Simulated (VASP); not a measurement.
## Ag: single point with PBE

Ag:

```
CELL_PARAMETERS angstrom
-1.65565 1.65565 1.78811
1.65565 -1.65565 1.78811
1.65565 1.65565 -1.78811
ATOMIC_POSITIONS crystal
Ag 0.00000 0.00000 0.00000
```

This cell differs from its parent crystal: strain +0.000 along x and y, +0.080 along z.

```
Program             : VASP 6.6.1
Task                : single point
Functional          : PBE
Potentials or basis : VASP PAW PBE potentials, release 64 (Ag)
Cutoff              : 520 eV
k mesh              : 20 × 20 × 20
Occupations         : gaussian, width 0.15 eV
Spin                : no spin polarisation
```

| Property | Result |
| --- | --- |
| Pressure | -6.0 GPa |

Stress tensor (GPa, compression positive):
```
-6.27  0.00  0.00
 0.00 -6.27  0.00
 0.00  0.00 -5.37
```

Levels at points of the mesh, in eV from the Fermi level:
| k point | band 2 | band 3 | band 4 | band 5 | band 6 | band 7 | band 8 | band 9 | band 10 | band 11 |
| --- | --- | --- | --- | --- | --- | --- | --- | --- | --- | --- |
| (0.00, 0.00, 0.00) | -4.56 | -4.56 | -4.30 | -3.60 | -3.32 | 16.68 | 17.71 | 17.71 | 20.61 | 22.41 |
| (0.50, 0.00, 0.00) | -4.98 | -3.68 | -3.30 | -2.68 | 0.10 | 3.16 | 13.21 | 13.80 | 18.73 | 19.78 |
| (0.50, 0.50, 0.00) | -5.29 | -3.29 | -3.25 | -2.62 | 0.50 | 3.84 | 11.97 | 12.23 | 17.50 | 18.08 |
| (0.50, 0.50, 0.50) | -5.58 | -2.90 | -2.81 | -2.81 | 5.18 | 7.18 | 7.18 | 10.10 | 12.50 | 12.97 |

It took 36 s on 1 thread of Intel(R) Xeon(R) 6975P-C (Granite Rapids), on a shared host, peak memory 0.26 GiB.

Caveat: the cell differs from its parent crystal (strain +0.000 along x and y, +0.080 along z).
